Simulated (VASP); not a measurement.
Here is a VASP 6.6.1 calculation.

The input POSCAR:

```
Yb
1.0
    3.8799000000      0.0000000000      0.0000000000
   -1.9399500000      3.3600920000      0.0000000000
    0.0000000000      0.0000000000      6.3859000000
Yb
2
Direct
    0.3333333333      0.6666666667      0.2500000000
    0.6666666667      0.3333333333      0.7500000000
```

File INCAR.step1:

```
SYSTEM = Yb
PREC = Accurate ; ENCUT = 520
ISMEAR = -1 ; SIGMA = 0.1
LREAL = .False. ; LASPH = .True.
NELM = 80 ; NBANDS = 31
GGA = PE ; ALGO = Normal
EDIFF = 1E-4 ; LWAVE = .True.
LCHARG = .False.
```

Contents of INCAR.step2:

```
SYSTEM = Yb
PREC = Accurate ; ENCUT = 520
EDIFF = 1E-6 ; ISMEAR = -1
SIGMA = 0.1 ; LREAL = .False.
LASPH = .True. ; NELM = 80
ALGO = Normal ; ISIF = 2
LWAVE = .False. ; LCHARG = .False.
METAGGA = R2SCAN ; LMIXTAU = .True.
NBANDS = 31 ; ISTART = 1
```

KPOINTS

```
Automatic mesh
0
Gamma
  4 4 2
  0 0 0
```

Potentials or basis: VASP PAW PBE potentials, release 64 (Yb).

Run with:

```console
$ cat potpaw_PBE.64/Yb/POTCAR > POTCAR
$ cp INCAR.step1 INCAR
$ mpirun -np 1 vasp_std > vasp.out
$ cp INCAR.step2 INCAR
$ mpirun -np 1 vasp_std > vasp.out
```

Question: What does it give for the pressure?

Answer: -5.5 GPa.

Question: What does it give for the band gap on the k mesh?

Answer: Zero (bands 24 and 25 overlap by 0.29 eV).

Stress tensor (GPa, compression positive):
```
-6.27  0.00  0.00
 0.00 -6.27  0.00
 0.00  0.00 -3.96
```

Caveat: the k points lie up to 0.49 Å⁻¹ apart; the PAW data sets were made with another functional, which shifts forces and pressure a little; spin-orbit coupling is left out, which moves the levels of the heavy elements. Spin polarisation is off, so any magnetic state and its effect on volume and gap are missing.
